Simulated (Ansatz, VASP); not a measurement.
One calculation of Si5N, two programs

The input INCAR:

```
PREC = Accurate
ENCUT = 600
EDIFF = 1E-6
ISMEAR = 0
SIGMA = 0.2
LREAL = False
LASPH = True
NELM = 60
ALGO = Normal
ISIF = 3
LWAVE = False
LCHARG = False
GGA = PE
IBRION = 2
NSW = 36
EDIFFG = -0.08
```

The input KPOINTS:

```
regular mesh
0
Gamma
  5 5 2
```

Contents of POSCAR:

```
Si5N
1.0
    3.6500000000      0.0000000000      0.0000000000
   -1.8250000000      3.1609927200      0.0000000000
    0.0000000000      0.0000000000      8.9000000000
Si N
5 1
Direct
    0.3333333300      0.6666666700      0.3333330000
    0.3333333300      0.6666666700      0.5833330000
    0.6666666700      0.3333333300      0.6666670000
    0.6666666700      0.3333333300      0.9166670000
    0.0000000000      0.0000000000      0.2500000000
    0.0000000000      0.0000000000      0.0000000000
```

Input for Ansatz:

```yaml
crystal:
  lattice:
    - [3.65, 0.0, 0.0]
    - [-1.825, 3.16099272, 0.0]
    - [0.0, 0.0, 8.9]
  atoms:
    - { symbol: Si, position: [0.33333333, 0.66666667, 0.333333] }
    - { symbol: Si, position: [0.33333333, 0.66666667, 0.583333] }
    - { symbol: Si, position: [0.66666667, 0.33333333, 0.666667] }
    - { symbol: Si, position: [0.66666667, 0.33333333, 0.916667] }
    - { symbol: Si, position: [0.0, 0.0, 0.25] }
    - { symbol: "N", position: [0.0, 0.0, 0.0] }
basis:
  ecutwfc: 420
kpoints:
  mp_grid: { grid: [5, 5, 2] }
hamiltonian:
  xc: pbe
scf:
  occupations: { method: gaussian, width: 0.2 }
  lower_state_search: "off"
output:
  forces: true
  stress: true
  eigenvalues: true
relax:
  adjacent_minimum: "off"
  f_tol: 0.08
  max_steps: 16
  cell: { stress_tol: 0.8 }
```

Change from the starting cell: built by hand: N-substituted diamond, ordered along (111) (P3m1, No. 156).

Alike in both runs: task relaxation of cell and atoms; functional PBE; k mesh 5 × 5 × 2; occupations gaussian, width 0.2 eV; no spin polarisation.

|  | VASP | Ansatz |
| --- | --- | --- |
| version | VASP 6.6.1 | Ansatz 0.2.0 |
| potentials or method | VASP PAW PBE potentials, release 64 (Si, N), cutoff 600 eV | scalar-relativistic, plane waves, PAW |
| valence electrons in the cell | 25 | 25 |

Ansatz gave:

* gap on the k mesh at the Fermi level, each at its own relaxed structure (eV): none
* relaxed volume (Å³/atom): 17.12
* relaxed cell length with the largest relative difference (Å): 3.715

Problem. Estimate VASP's values.

Solution. gap on the k mesh at the Fermi level, each at its own relaxed structure (eV): none; relaxed volume (Å³/atom): 17.17; relaxed cell length with the largest relative difference (Å): 3.719.

A gap of «none» marks a metal or a gap that the smearing closes.

The k mesh is coarse, so the values compare programs but aren't converged.
